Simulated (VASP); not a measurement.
# In (R-3m) in VASP: single point with PBEsol

Aim: the single point of In with PBEsol.

Program: VASP 6.6.1. These are calculated values, not measurements. Logs are shortened: lines on timing, memory, paths and dates and some standing lists are left out, and cuts for length are marked.

## (1) The cell of the first run

It takes space group R-3m (No. 166, trigonal). The conventional cell has a = 3.239 Å, b = 3.239 Å, c = 24.622 Å, α = 90.00°, β = 90.00°, γ = 120.00°. Within 4.3 Å of In (site symmetry -3m) lie 12 In at 3.24 to 3.32 Å. Within 4.3 Å of In (site symmetry 3m) lie 12 In at 3.24 to 3.32 Å.

## (2) Single point, PBEsol (equal xx and yy strain of -3 %)

Input file INCAR:

```
PREC = Accurate
ENCUT = 520
EDIFF = 1E-6
ISMEAR = -1
SIGMA = 0.05
LREAL = False
LASPH = True
NELM = 100
ALGO = Normal
ISIF = 2
LWAVE = False
LCHARG = False
GGA = PS
NBANDS = 26
```

Input file KPOINTS:

```
regular mesh
0
Gamma
  14 14 14
```

Input file POSCAR:

```
In
1.0
    1.6195477121      0.9350463075      8.2074632500
   -1.6195477121      0.9350463075      8.2074632500
    0.0000000000     -1.8700926151      8.2074632500
In
3
Direct
    0.0000000000      0.0000000000      0.0000000000
    0.7780122400      0.7780122400      0.7780122400
    0.2219877600      0.2219877600      0.2219877600
```

Potentials or basis: VASP PAW PBE potentials, release 64 (In_d).

Started as:

```console
$ cat potpaw_PBE.64/In_d/POTCAR > POTCAR
$ mpirun -np 1 vasp_std > vasp.out
```

OUTCAR:

```text
PREC = Accurate
   ENCUT = 520
   EDIFF = 1E-6
   ISMEAR = -1
   LREAL = False
   LASPH = True
   NELM = 100
   ISIF = 2
   GGA = PS

 ion  position               nearest neighbor table
   1  0.000  0.000  0.000-   2 3.32   3 3.32   2 3.32   2 3.32   3 3.32   3 3.32
   2  0.778  0.778  0.778-   3 3.30   3 3.30   3 3.30   1 3.32   1 3.32   1 3.32
   3  0.222  0.222  0.222-   2 3.30   2 3.30   2 3.30   1 3.32   1 3.32   1 3.32

  LATTYP: Found a trigonal (rhomboedric) cell.
 ALAT       =     8.4178203467
 COS(alpha) =     0.9259682213

  Lattice vectors:

 A1 = (   1.6195477121,   0.9350463075,   8.2074632500)
 A2 = (  -1.6195477121,   0.9350463075,   8.2074632500)
 A3 = (   0.0000000000,  -1.8700926151,   8.2074632500)

Analysis of symmetry for initial positions (statically):
=====================================================================
 Subroutine PRICEL returns:
 Original cell was already a primitive cell.

 Routine SETGRP: Setting up the symmetry group for a
 trigonal (rhombohedral) supercell.

 Subroutine GETGRP returns: Found 12 space group operations
 (whereof 12 operations were pure point group operations)
 out of a pool of 12 trial point group operations.

The static configuration has the point symmetry D_3d.

Analysis of symmetry for dynamics (positions and initial velocities):
=====================================================================
 Subroutine PRICEL returns:
 Original cell was already a primitive cell.

 Routine SETGRP: Setting up the symmetry group for a
 trigonal (rhombohedral) supercell.

 Subroutine GETGRP returns: Found 12 space group operations
 (whereof 12 operations were pure point group operations)
 out of a pool of 12 trial point group operations.

The dynamic configuration has the point symmetry D_3d.

 Subroutine INISYM returns: Found 12 space group operations
 (whereof 12 operations are pure point group operations),
 and found     1 'primitive' translations

----------------------------------------------------------------------------------------

                                     Primitive cell

  volume of cell :      74.5739

  direct lattice vectors                    reciprocal lattice vectors
     1.619547712  0.935046307  8.207463250     0.308728169  0.178244292  0.040613442
    -1.619547712  0.935046307  8.207463250    -0.308728169  0.178244292  0.040613442
     0.000000000 -1.870092615  8.207463250     0.000000000 -0.356488583  0.040613442
[... 78 lines left out ...]
   ISTART =      0    job   : 0-new  1-cont  2-samecut
   ICHARG =      2    charge: 1-file 2-atom 10-const
   ISPIN  =      1    spin polarized calculation?
   LNONCOLLINEAR =      F non collinear calculations
   LSORBIT =      F    spin-orbit coupling
   LASPH  =      T    aspherical Exc in radial PAW
   ENCUT  =  520.0 eV  38.22 Ry    6.18 a.u.  15.65 15.65 15.65*2*pi/ulx,y,z
   NELM   =    100;   NELMIN=  2; NELMDL= -5     # of ELM steps
   EDIFF  = 0.1E-05   stopping-criterion for ELM
   LREAL  =      F    real-space projection
   EDIFFG = 0.1E-04   stopping-criterion for IOM
   NSW    =      0    number of steps for IOM
   IBRION =     -1    ionic relax: 0-MD 1-quasi-New 2-CG
   NFREE  =      0    steps in history (QN), initial steepest desc. (CG)
   ISIF   =      2    stress and relaxation
   ISYM   =      2    0-nonsym 1-usesym 2-fastsym
   POTIM  = 0.5000    time-step for ionic-motion
   TEBEG  =    0.0;   TEEND  =   0.0 temperature during run
   PSTRESS=    0.0 pullay stress
   NELECT =      39.0000    total number of electrons
   NUPDOWN=      -1.0000    fix difference up-down
   EMIN   =  10.00;   EMAX   =-10.00  energy-range for DOS
   EFERMI =   0.00;   METHOD = LEGACY
   ISMEAR =    -1;   SIGMA  =   0.05  broadening in eV -4-tet -1-fermi 0-gaus
   EFERMI_NEDOS =   21; number of points for ismear=-14 and -15
   IALGO  =     38    algorithm
   IMIX   =      4    mixing-type and parameters
     AMIX     =   0.40;   BMIX     =  1.00
     AMIX_MAG =   1.60;   BMIX_MAG =  1.00
  volume/ion in A,a.u.               =      24.86       167.75
  Fermi-wavevector in a.u.,A,eV,Ry     =   1.318967  2.492487 23.669710  1.739675
  Thomas-Fermi vector in A             =   2.448899
   LORBIT       =      0    0 simple, 1 ext, 2 COOP (PROOUT), +10 PAW based schemes
   GGA     = PS    functional components
   LHFCALC =     F    Hartree Fock is set to
   AEXX    =    0.0000 exact exchange contribution
   IVDW    =     0    specifies the selected vdW correction
   LEPSILON=     F    determine dielectric tensor
   LRPA    =     F    only Hartree local field effects (RPA)
 non-spin polarized calculation
  energy-cutoff  :      520.00
  volume of cell :       74.57
 maximum number of plane-waves:      2037
   NGX = 31   NGY = 31   NGZ = 31

 number of electron      38.9999997 magnetization

 Free energy of the ion-electron system (eV)
  ---------------------------------------------------
  ext. energy  EPLUGINS =         0.00000000
  ---------------------------------------------------
  free energy    TOTEN  =        -8.92942798 eV

  energy without entropy =       -8.91791300  energy(sigma->0) =       -8.92367049

 E-fermi :   7.9852     XC(G=0): -10.6512

 val. band max:        7.9848787744   @ k =  -0.4286   0.4286   0.1429
 cond. band min:       7.9974600248   @ k =  -0.2857   0.3571   0.1429
 fundamental gap:      0.0125812504
 Fermi energy:         7.9852016049

 k-point     1 :       0.0000    0.0000    0.0000
  band No.  band energies     occupation
      1      -6.7268      2.00000
      2      -6.7233      2.00000
      3      -6.6833      2.00000
      4      -6.6465      2.00000
      5      -6.6465      2.00000
      6      -6.6269      2.00000
[... 685 lines left out ...]
     25      14.7471      0.00000
     26      16.0535      0.00000

 [... further k-points ...]
[... 5 lines left out ...]
  --------------------------------------------------------------------------------------
  -------------------------------------------------------------------------------------
  Total        0.6630783      0.6630783      0.6861290      0.0000000     -0.0000000      0.0000000
  in kB       14.2458482     14.2458482     14.7410798      0.0000000     -0.0000000      0.0000000
  external PRESSURE =      14.4109254 kB  Pullay stress =       0.0000000 kB

 VOLUME and BASIS-vectors are now :
 -----------------------------------------------------------------------------
  energy-cutoff  :      520.00
  volume of cell :       74.57
      direct lattice vectors                 reciprocal lattice vectors
     1.619547712  0.935046307  8.207463250     0.308728169  0.178244292  0.040613442
    -1.619547712  0.935046307  8.207463250    -0.308728169  0.178244292  0.040613442
     0.000000000 -1.870092615  8.207463250     0.000000000 -0.356488583  0.040613442

 POSITION                                       TOTAL-FORCE (eV/Angst)
 -----------------------------------------------------------------------------------
      0.00000      0.00000      0.00000         0.000000      0.000000      0.000000
      0.00000     -0.00000     19.15652         0.000000      0.000000     -0.028315
      0.00000     -0.00000      5.46587         0.000000     -0.000000      0.028315
 -----------------------------------------------------------------------------------
    total drift:                                0.000000      0.000000     -0.000000

  FREE ENERGIE OF THE ION-ELECTRON SYSTEM (eV)
  ---------------------------------------------------
  free  energy   TOTEN  =        -8.9294279809 eV

  energy  without entropy=       -8.9179129998  energy(sigma->0) =       -8.92367049
```

OSZICAR:

```text
N       E                     dE             d eps       ncg     rms          rms(c)
DAV:   1     0.347648118255E+03    0.34765E+03   -0.18834E+04 15010   0.208E+03
DAV:   2     0.207792886410E+02   -0.32687E+03   -0.32262E+03 14990   0.443E+02
DAV:   3    -0.802833603333E+01   -0.28808E+02   -0.28538E+02 17656   0.159E+02
DAV:   4    -0.902108499304E+01   -0.99275E+00   -0.99094E+00 18282   0.324E+01
DAV:   5    -0.907275173404E+01   -0.51667E-01   -0.51662E-01 24032   0.560E+00    0.445E+00
DAV:   6    -0.895422035012E+01    0.11853E+00   -0.23215E-01 19478   0.738E+00    0.209E+00
DAV:   7    -0.893142040438E+01    0.22800E-01   -0.67931E-02 20676   0.358E+00    0.458E-01
DAV:   8    -0.892942064092E+01    0.19998E-02   -0.46652E-03 18222   0.957E-01    0.490E-02
DAV:   9    -0.892942537347E+01   -0.47326E-05   -0.17461E-04 25374   0.134E-01    0.322E-02
DAV:  10    -0.892942762815E+01   -0.22547E-05   -0.85302E-06 18306   0.420E-02    0.383E-03
DAV:  11    -0.892942798091E+01   -0.35277E-06   -0.54712E-07  9246   0.175E-02
   1 F= -.89294280E+01 E0= -.89236705E+01  d E =-.115150E-01
```

Wall time 27 min (1 thread of Intel Xeon Platinum 8559C (Emerald Rapids), shared host); peak memory 0.8 GiB.

What came out:

| Item | Value |
| --- | --- |
| Free energy | -8.9294 eV |
| Pressure | 1.4 GPa |
| Largest force | 0.028 eV/Å |

Forces on the atoms (eV/Å):
```
In   0.000  0.000  0.000
In   0.000  0.000 -0.028
In   0.000  0.000  0.028
```

Levels at points of the mesh, in eV from the Fermi level:
| k point | band 15 | band 16 | band 17 | band 18 | band 19 | band 20 | band 21 | band 22 | band 23 | band 24 |
| --- | --- | --- | --- | --- | --- | --- | --- | --- | --- | --- |
| (0.00, 0.00, 0.00) | -14.32 | -9.97 | -7.49 | -7.47 | 0.10 | 0.12 | 9.56 | 9.56 | 9.64 | 9.64 |
| (0.50, 0.00, 0.00) | -14.22 | -4.78 | -4.31 | -2.97 | -2.96 | -1.34 | -1.17 | 3.21 | 4.06 | 5.12 |
| (0.50, 0.50, 0.00) | -14.22 | -4.54 | -4.30 | -3.52 | -3.30 | -0.59 | -0.35 | 1.77 | 3.31 | 4.41 |
| (0.50, 0.50, 0.50) | -14.28 | -9.36 | -9.34 | -4.78 | -3.78 | 5.41 | 5.46 | 9.14 | 9.14 | 10.52 |

Caveat: the cell differs from its parent crystal (equal xx and yy strain of -3 %); the PAW data sets were made with another functional, which shifts forces and pressure a little; spin-orbit coupling is left out, which moves the levels of the heavy elements.
